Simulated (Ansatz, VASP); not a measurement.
# K: VASP beside Ansatz

```
K
1.0
    -2.22810    2.22810    2.22810
     2.22810   -2.22810    2.22810
     2.22810    2.22810   -2.22810
K
1
Direct
  0.00000 0.00000 0.00000
```

Change from the starting cell: volume scaled by 0.6, PAW files.

Alike in both runs: task single point; functional PBE; k mesh 10 × 10 × 10; occupations fermi-dirac, width 0.1 eV; no spin polarisation.

```csv
,VASP,Ansatz
version,VASP 6.6.1,Ansatz 0.2.0
potentials or method,"VASP PAW PBE potentials, release 64 (K_sv)","PAW with Ansatz's default frozen-core files, scalar-relativistic"
plane-wave cutoff (eV),520,420
valence electrons in the cell,9,9
```

|  | VASP | Ansatz | Ansatz less VASP |
| --- | --- | --- | --- |
| pressure (GPa) | 4.8 | 4.8 | +0.01 |
